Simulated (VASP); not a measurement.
**Al: single point with PBE**

Crystal: Al.

```
Al
1.0
    -1.61740    1.61740    1.61740
     1.61740   -1.61740    1.61740
     1.61740    1.61740   -1.61740
Al
1
Direct
  0.00000 0.00000 0.00000
```

```json
{
  "Program": "VASP 6.6.1",
  "Task": "single point",
  "Functional": "PBE",
  "Potentials or basis": "VASP PAW PBE potentials, release 64 (Al)",
  "Cutoff": "500 eV",
  "k mesh": "24 × 24 × 24",
  "Occupations": "gaussian, width 0.1 eV",
  "Spin": "no spin polarisation",
  "Dipole correction": "no",
  "Further INCAR settings": "ALGO = Normal; EDIFF = 1e-06; NBANDS = 8"
}
```

* Pressure: 0.0 GPa

Levels at points of the mesh, in eV from the Fermi level:
| k point | band 1 | band 2 | band 3 | band 4 | band 5 | band 6 |
| --- | --- | --- | --- | --- | --- | --- |
| (0.00, 0.00, 0.00) | -10.94 | 13.14 | 13.14 | 13.14 | 14.35 | 14.35 |
| (0.50, 0.00, 0.00) | -4.20 | -3.81 | 7.99 | 8.23 | 9.82 | 11.23 |
| (0.50, 0.50, 0.50) | 1.84 | 1.84 | 1.84 | 3.05 | 3.05 | 5.31 |

Wall time 18 s on 1 thread of Intel(R) Xeon(R) Platinum 8488C (Sapphire Rapids), with other jobs on the host, peak memory 0.15 GiB.
